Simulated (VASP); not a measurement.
A run of VASP 6.6.1 is set up as follows.

Contents of INCAR:

```
SYSTEM = MgO
ALGO = Normal ; EDIFF = 1E-8
ENCUT = 520 ; GGA = CA
IBRION = 8 ; ISIF = 2
ISMEAR = 0 ; LASPH = .True.
LCHARG = .False. ; LEPSILON = .True.
LREAL = .False. ; LWAVE = .False.
NBANDS = 11 ; NELM = 60
NSW = 1 ; PREC = Accurate
SIGMA = 0.01
```

File KPOINTS:

```
k-points
0
Gamma
  10 10 10
  0 0 0
```

The input POSCAR:

```
MgO
1.0
    0.0000000000      1.9788009607      1.9788009607
    1.9788009607      0.0000000000      1.9788009607
    1.9788009607      1.9788009607      0.0000000000
Mg O
1 1
Direct
    0.0000000000      0.0000000000      0.0000000000
    0.5000000000      0.5000000000      0.5000000000
```

Potentials or basis: VASP PAW LDA potentials, release 64 (Mg, O).

Launch:

```console
$ cat potpaw_LDA.64/Mg/POTCAR potpaw_LDA.64/O/POTCAR > POTCAR
$ mpirun -np 1 vasp_std > vasp.out
```

Estimate the electronic dielectric tensor (diagonal).

2.97.

Predict the Born charges (mean of the diagonal).

Mg +1.89; O -1.89 e.

Estimate the highest phonon frequency at Γ, LO-TO splitting left out.

565 cm⁻¹.

Born effective charge tensors (e):
atom 1, Mg
```
1.89 0.00 0.00
0.00 1.89 0.00
0.00 0.00 1.89
```
atom 2, O
```
-1.89  0.00  0.00
 0.00 -1.89  0.00
 0.00  0.00 -1.89
```

Caveat: the cell wasn't relaxed at this level first, which shifts response properties.
